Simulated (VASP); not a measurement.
# In2O: single point with PBE

The system is In2O.

```xyz
6
Lattice="0.0000 4.1710 4.1710 4.1710 0.0000 4.1710 4.1710 4.1710 0.0000" Properties=species:S:1:pos:R:3 pbc="T T T"
In    1.0427    1.0427    1.0427
In    1.0427    3.1282    3.1282
In    3.1282    3.1282    1.0427
In    3.1282    1.0427    3.1282
O     4.1710    4.1710    4.1710
O     6.2564    6.2564    6.2564
```

The cell was generated, and may not be a known phase.

```yaml
Program: VASP 6.6.1
Task: single point
Functional: PBE
Potentials_or_basis: VASP PAW PBE potentials, release 64 (In_d, O)
Cutoff: 600 eV
k_mesh: 8 × 8 × 8
Occupations: gaussian, width 0.1 eV
Spin: collinear spin, ferromagnetic start
Starting_moments: "[0.0, 0.0, 0.0, 0.0, 0.53, 0.53] μB"
```

```yaml
Pressure: -0.7 GPa
Band_gap_on_the_k_mesh: zero (filled and empty bands overlap)
Net_moment: 0.00 μB per cell
Valence_electrons_inside_the_program's_atomic_spheres: In 11.35; O 4.69
```

Levels at points of the mesh, in eV from the Fermi level:
Spin up:
```csv
k point,band 30,band 31,band 32,band 33,band 34,band 35
"(0.00, 0.00, 0.00)",-1.41,-0.57,-0.57,-0.57,1.21,1.21
"(0.50, 0.00, 0.00)",-0.41,-0.14,-0.14,0.14,1.59,1.59
"(0.50, 0.50, 0.00)",-0.18,-0.04,-0.04,0.47,0.47,4.06
```
Spin down:
```tsv
k point	band 29	band 30	band 31	band 32	band 33	band 34	band 35	band 36
(0.00, 0.00, 0.00)	-1.41	-1.41	-0.57	-0.57	-0.57	1.21	1.21	1.21
(0.50, 0.00, 0.00)	-1.43	-0.41	-0.14	-0.14	0.14	1.59	1.59	4.39
(0.50, 0.50, 0.00)	-0.18	-0.18	-0.04	-0.04	0.47	0.47	4.06	4.06
```

Run time: 17 min on 1 thread of Oxide Virtual Turin-like Processor, with other jobs on the host, peak memory 0.57 GiB.

Caveat: spin-orbit coupling is left out, which moves the levels of the heavy elements.
